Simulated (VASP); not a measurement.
Runs of VASP 6.6.1 on Cd. The structure is hexagonal, space group P6_3/mmc (No. 194). Conventional cell: a = 2.882 Å, b = 2.882 Å, c = 5.638 Å, α = 90.00°, β = 90.00°, γ = 120.00°. Within 3.8 Å of Cd (site symmetry -6m2) lie 12 Cd at 2.88 to 3.27 Å. 

```tsv
k mesh	smearing	gap on the mesh (eV)	pressure (GPa)
13 × 13 × 6	fermi-dirac 0.1 eV	none	0.8
3 × 3 × 2	fermi-dirac 0.1 eV	none	3.6
13 × 13 × 6	fermi-dirac 0.2 eV	none	0.9
5 × 5 × 2	fermi-dirac 0.1 eV	none	(b)
2 × 2 × 1	fermi-dirac 0.1 eV	none	(a)
6 × 6 × 3	fermi-dirac 0.1 eV	none	0.7
10 × 10 × 5	fermi-dirac 0.1 eV	none	0.8
```

Alike in all rows: task single point; level LDA; potentials or basis VASP PAW LDA potentials, release 64 (Cd); no spin polarisation; cell as given; cutoff (eV) 520.

Problem. Estimate the missing entries.

Solution. (a) 6.5; (b) 1.9.

Caveats: some runs use coarse meshes.

A k mesh can miss the band edges, and the runs leave out spin-orbit coupling on Cd.

A gap of «none» marks levels without a gap at the run's occupations.
